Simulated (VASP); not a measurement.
Set up this calculation in VASP 6.6.1, as the native input.

```
Task                   : single point
Functional             : PBE
Potentials or basis    : VASP PAW PBE potentials, release 64 (Mg, C)
Cutoff                 : 520 eV
k mesh                 : 9 × 9 × 8
Occupations            : gaussian, width 0.1 eV
Spin                   : no spin polarisation
Dipole correction      : no
Further INCAR settings : ALGO = Normal; EDIFF = 1e-07; NBANDS = 19
```

The structure of Mg4C3 lies in POSCAR:

```
Mg4C3
1.0
    4.5767071778      0.0000000000      0.0000000000
   -2.2883535889      3.9635446816      0.0000000000
    0.0000000000      0.0000000000      4.9364684962
Mg C
4 3
Direct
    0.0000000000      0.0000000000      0.2353277237
    0.0000000000      0.0000000000      0.7646722763
    0.3333333333      0.6666666667      0.5000000000
    0.6666666667      0.3333333333      0.5000000000
    0.5000000000      0.0000000000      0.0000000000
    0.0000000000      0.5000000000      0.0000000000
    0.5000000000      0.5000000000      0.0000000000
```

The cell was built from a structure type or drawn by symmetry, and may not be a known phase.

These files were run (other wordings do the same):

INCAR

```
ALGO = Normal ; EDIFF = 1E-7
ENCUT = 520 ; GGA = PE
ISIF = 2 ; ISMEAR = 0
LASPH = T ; LCHARG = F
LREAL = F ; LWAVE = F
NBANDS = 19 ; NELM = 100
PREC = Accurate ; SIGMA = 0.1
```

KPOINTS

```
k-points
0
Gamma
  9 9 8
```

Potentials or basis: VASP PAW PBE potentials, release 64 (Mg, C).

The run is started by

```bash
$ cat potpaw_PBE.64/Mg/POTCAR potpaw_PBE.64/C/POTCAR > POTCAR
$ mpirun -np 1 vasp_std > vasp.out
```

Results of the run:

```yaml
Pressure: -0.1 GPa
Largest_force: 0.022 eV/Å
Band_gap_on_the_k_mesh: zero (bands 10 and 11 overlap by 2.52 eV)
```

It took 2 min on 1 thread of Intel(R) Xeon(R) Platinum 8375C CPU @ 2.90GHz (Ice Lake) (shared host), peak memory 0.26 GiB.
